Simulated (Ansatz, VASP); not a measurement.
Rb in VASP and in Ansatz

```
Rb
1.0
     3.61929    0.00000    0.00000
    -1.80965    3.13440    0.00000
     0.00000    0.00000   11.84973
Rb
4
Direct
  0.00000 0.00000 0.00000
  0.00000 0.00000 0.50000
  0.33333 0.66667 0.25000
  0.66667 0.33333 0.75000
```

Alike in both runs: task single point; functional LDA; k mesh 10 × 10 × 3; occupations fermi-dirac, width 0.1 eV; no spin polarisation.

|  | VASP | Ansatz |
| --- | --- | --- |
| version | VASP 6.6.1 | Ansatz 0.2.0 |
| potentials or method | VASP PAW LDA potentials, release 64 (Rb_sv), cutoff 520 eV | all-electron LAPW, scalar-relativistic |

|  | VASP | Ansatz | Ansatz less VASP |
| --- | --- | --- | --- |
| pressure (GPa) | 11.0 | 11.0 | -0.03 |

LDA's correlation is that of Perdew and Zunger in VASP and of Perdew and Wang (1992) in Ansatz. Ansatz ran all-electron here, and VASP with PAW potentials.
